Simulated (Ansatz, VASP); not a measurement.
**Ni2Ge in VASP and in Ansatz**

File POSCAR:

```
Ni2Ge
1.0
    3.8190149049      0.0000000000      0.0000000000
   -1.9095074525      3.3073639251      0.0000000000
    0.0000000000      0.0000000000      5.4403655687
Ni Ge
4 2
Direct
    0.6666666667      0.3333333333      0.2500000000
    0.3333333333      0.6666666667      0.7500000000
    0.0000000000      0.0000000000      0.0000000000
    0.0000000000      0.0000000000      0.5000000000
    0.6666666667      0.3333333333      0.7500000000
    0.3333333333      0.6666666667      0.2500000000
```

The input INCAR.step1:

```
PREC = Accurate ; ENCUT = 520
ISMEAR = 0 ; SIGMA = 0.15
LREAL = F ; LASPH = T
NELM = 100 ; NBANDS = 43
GGA = PE ; ALGO = Normal
EDIFF = 1E-4 ; LWAVE = T
LCHARG = F
```

INCAR.step2

```
PREC = Accurate ; ENCUT = 520
EDIFF = 1E-7 ; ISMEAR = 0
SIGMA = 0.15 ; LREAL = F
LASPH = T ; NELM = 100
ALGO = Normal ; ISIF = 2
LWAVE = F ; LCHARG = T
METAGGA = R2SCAN ; LMIXTAU = T
LELF = T ; LVHAR = T
NBANDS = 43 ; ISTART = 1
```

Contents of KPOINTS:

```
Automatic mesh
0
Gamma
  12 12 10
```

Input for Ansatz:

```yaml
crystal:
  lattice:
    - [3.8190149049, 0.0, 0.0]
    - [-1.9095074525, 3.3073639251, 0.0]
    - [0.0, 0.0, 5.4403655687]
  atoms:
    - { symbol: Ni, position: [0.6666666667, 0.3333333333, 0.25] }
    - { symbol: Ni, position: [0.3333333333, 0.6666666667, 0.75] }
    - { symbol: Ni, position: [0.0, 0.0, 0.0] }
    - { symbol: Ni, position: [0.0, 0.0, 0.5] }
    - { symbol: Ge, position: [0.6666666667, 0.3333333333, 0.75] }
    - { symbol: Ge, position: [0.3333333333, 0.6666666667, 0.25] }
basis:
  ecutwfc: 500
kpoints:
  mp_grid: { grid: [12, 12, 10] }
hamiltonian:
  xc: r2scan
scf:
  occupations: { method: gaussian, width: 0.15 }
output:
  forces: true
  stress: true
  eigenvalues: true
```

Change from the starting cell: strain -0.040 along x and y, +0.080 along z, atoms carried along.

Alike in both runs: task single point; functional r2SCAN; k mesh 12 × 12 × 10; occupations gaussian, width 0.15 eV; no spin polarisation.

```csv
,VASP,Ansatz
version,VASP 6.6.1,Ansatz 0.2.0
potentials or method,"VASP PAW PBE potentials, release 64 (Ni, Ge_d), cutoff 520 eV","scalar-relativistic, plane waves, PAW"
valence electrons in the cell,68,100
```

```csv
,VASP,Ansatz,Ansatz less VASP
gap on the k mesh at the Fermi level (eV),none,none,-
pressure (GPa),6.9,6.7,-0.24
"traceless stress, the component that is largest in VASP (GPa)",-15.45,-15.25,+0.198
```

VASP's potentials were made for PBE, not for r2SCAN. A gap of «none» marks a metal or a gap that the smearing closes. The functional is the same, so the differences come from potentials, cutoffs and numerics. VASP's potentials hold 68 valence electrons a cell and Ansatz's 100, so a difference there can come from the potentials and not from the codes.
